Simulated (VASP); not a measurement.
HfSi3: single point with PBEsol

The system is HfSi3.

```xyz
4
Lattice="3.9300 0.0000 0.0000 0.0000 3.9300 0.0000 0.0000 0.0000 3.9300" Properties=species:S:1:pos:R:3 pbc="T T T"
Hf    0.0000    0.0000    0.0000
Si    0.0000    1.9650    1.9650
Si    2.0850    1.9650    0.0000
Si    1.9650    0.0000    1.9650
```

This cell differs from its parent crystal: atom 3 (Si) moved 0.12 Å along x.

```json
{"Program": "VASP 6.6.1", "Task": "single point", "Functional": "PBEsol", "Potentials or basis": "VASP PAW PBE potentials, release 64 (Hf_pv, Si)", "Cutoff": "520 eV", "k mesh": "8 × 8 × 8", "Occupations": "gaussian, width 0.05 eV", "Spin": "no spin polarisation", "Dipole correction": "no", "Further INCAR settings": "ALGO = Normal; EDIFF = 1e-07; NBANDS = 19"}
```

| Quantity | Value |
| --- | --- |
| Pressure | 0.5 GPa |
| Largest force | 0.758 eV/Å |
| Band gap on the k mesh | zero (band 11 reaches 10.38 eV, above the bottom of band 12 at 8.41 eV) |

Forces in eV/Å, atoms in the order of the input:
```
Hf   0.568  0.000  0.000
Si   0.124  0.000  0.000
Si  -0.758  0.000  0.000
Si   0.066  0.000  0.000
```

Stress tensor (GPa, compression positive):
```
0.46 0.00 0.00
0.00 0.89 0.00
0.00 0.00 0.23
```

Levels at points of the mesh, in eV from the Fermi level:
```csv
k point,band 7,band 8,band 9,band 10,band 11,band 12,band 13,band 14,band 15,band 16
"(0.00, 0.00, 0.00)",-4.30,-4.29,-4.24,-0.30,-0.15,-0.12,-0.11,2.18,2.20,2.26
"(0.50, 0.00, 0.00)",-4.52,-4.19,-3.42,-1.17,-1.14,-0.32,0.40,0.44,2.91,2.95
"(0.00, 0.50, 0.00)",-4.51,-4.09,-3.48,-1.15,-1.14,-0.33,0.35,0.45,2.92,2.94
"(0.00, 0.00, 0.50)",-4.52,-4.16,-3.51,-1.20,-1.04,-0.29,0.37,0.53,2.93,2.93
"(0.50, 0.50, 0.00)",-7.26,-3.24,-3.17,-1.13,-1.01,0.55,0.78,1.14,1.70,4.31
"(0.00, 0.50, 0.50)",-7.24,-3.17,-3.13,-1.24,-0.94,0.72,0.77,0.89,1.67,4.33
"(0.50, 0.00, 0.50)",-7.22,-3.18,-3.17,-1.19,-0.99,0.74,0.76,0.96,1.72,4.32
"(0.50, 0.50, 0.50)",-7.03,-5.12,-5.10,-5.10,-1.03,2.17,2.20,4.08,4.14,4.14
```

It took 99 s on 1 thread of Intel(R) Xeon(R) Platinum 8488C (Sapphire Rapids), on a shared host, peak memory 0.26 GiB.

Caveat: the cell differs from its parent crystal (atom 3 (Si) moved 0.12 Å along x); the PAW data sets were made with another functional, which shifts forces and pressure a little; spin-orbit coupling is left out, which moves the levels of the heavy elements.
